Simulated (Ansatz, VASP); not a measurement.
## Two plane-wave programs on Si3N4

```
Si N
1.0
    -3.23735    3.23735    3.23735
     3.23735   -3.23735    3.23735
     3.23735    3.23735   -3.23735
Si N
6 8
Direct
  0.25000 0.12500 0.87500
  0.87500 0.25000 0.12500
  0.75000 0.37500 0.62500
  0.62500 0.75000 0.37500
  0.12500 0.87500 0.25000
  0.37500 0.62500 0.75000
  0.56280 0.56280 0.56280
  0.43720 0.50000 0.00000
  0.50000 0.00000 0.93720
  0.00000 0.43720 0.50000
  0.93720 0.50000 0.00000
  0.06280 0.06280 0.06280
  0.00000 0.93720 0.50000
  0.50000 0.00000 0.43720
```

Alike in both runs: task single point; functional PBE; k mesh 10 × 10 × 10; occupations gaussian, width 0.05 eV; no spin polarisation.

```csv
,VASP,Ansatz
version,VASP 6.6.1,Ansatz 0.2.0
potentials or method,"VASP PAW PBE potentials, release 64 (Si, N), cutoff 520 eV","scalar-relativistic, plane waves, PAW"
valence electrons in the cell,64,64
```

VASP gave:

| Quantity | Value |
| --- | --- |
| gap on the k mesh at the Fermi level (eV) | 4.10 |
| pressure (GPa) | 1.6 |
| rms of the force components (eV/Å) | 0.007 |

Q: Which values does Ansatz return?

A: gap on the k mesh at the Fermi level (eV): 4.10; pressure (GPa): 1.9; rms of the force components (eV/Å): 0.009.

Atom by atom the forces differ by 0.002 eV/Å (rms over components).
